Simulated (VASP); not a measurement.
**AlNi: single point with PBEsol**

AlNi:

```
CELL_PARAMETERS angstrom
2.02120 -2.02115 0.00000
2.16935 2.16930 0.00000
0.00000 0.00000 2.86887
ATOMIC_POSITIONS crystal
Al 0.00000 0.00000 0.00000
Ni 0.50000 0.50000 0.50000
```

This cell differs from its parent crystal: normal strain along x +0.0000, normal strain along y +0.0733.

```yaml
Program: VASP 6.6.1
Task: single point
Functional: PBEsol
Potentials_or_basis: VASP PAW PBE potentials, release 64 (Al, Ni)
Cutoff: 520 eV
k_mesh: 16 × 16 × 16
Occupations: gaussian, width 0.15 eV
Spin: no spin polarisation
Dipole_correction: no
Further_INCAR_settings: ALGO = Fast; EDIFF = 1e-06; NBANDS = 14
```

- Pressure: -10.2 GPa
- Band gap on the k mesh: zero (an odd number of electrons rules out a gap without spin polarisation)

Stress tensor (GPa, compression positive):
```
-10.75  -1.97   0.00
 -1.97 -10.74   0.00
  0.00   0.00  -9.12
```

Levels at points of the mesh, in eV from the Fermi level:
| k point | band 5 | band 6 | band 7 | band 8 | band 9 | band 10 |
| --- | --- | --- | --- | --- | --- | --- |
| (0.00, 0.00, 0.00) | -1.48 | -1.32 | 3.78 | 6.03 | 6.16 | 7.48 |
| (0.50, 0.00, 0.00) | -1.98 | -1.39 | -0.45 | 8.10 | 8.42 | 9.44 |
| (0.00, 0.50, 0.00) | -1.98 | -1.27 | -0.93 | 8.26 | 10.28 | 10.40 |
| (0.50, 0.50, 0.00) | -1.87 | -1.82 | -1.03 | 1.24 | 2.08 | 12.27 |
| (0.00, 0.00, 0.50) | -1.96 | -1.39 | -0.47 | 8.08 | 8.41 | 9.41 |
| (0.50, 0.00, 0.50) | -2.11 | -2.10 | -0.85 | 1.78 | 2.64 | 10.76 |
| (0.00, 0.50, 0.50) | -1.85 | -1.81 | -1.03 | 1.20 | 2.05 | 12.36 |
| (0.50, 0.50, 0.50) | -0.84 | 1.96 | 2.09 | 2.09 | 3.32 | 4.00 |

It took 4.8 min on 1 thread of AMD EPYC 7R13 Processor (Zen 3), on a shared host, peak memory 0.48 GiB.

Caveat: the cell differs from its parent crystal (normal strain along x +0.0000, normal strain along y +0.0733); the cell stands under tension; the PAW data sets were made with another functional, which shifts forces and pressure a little. Spin polarisation is off, so any magnetic state and its effect on volume and gap are missing.
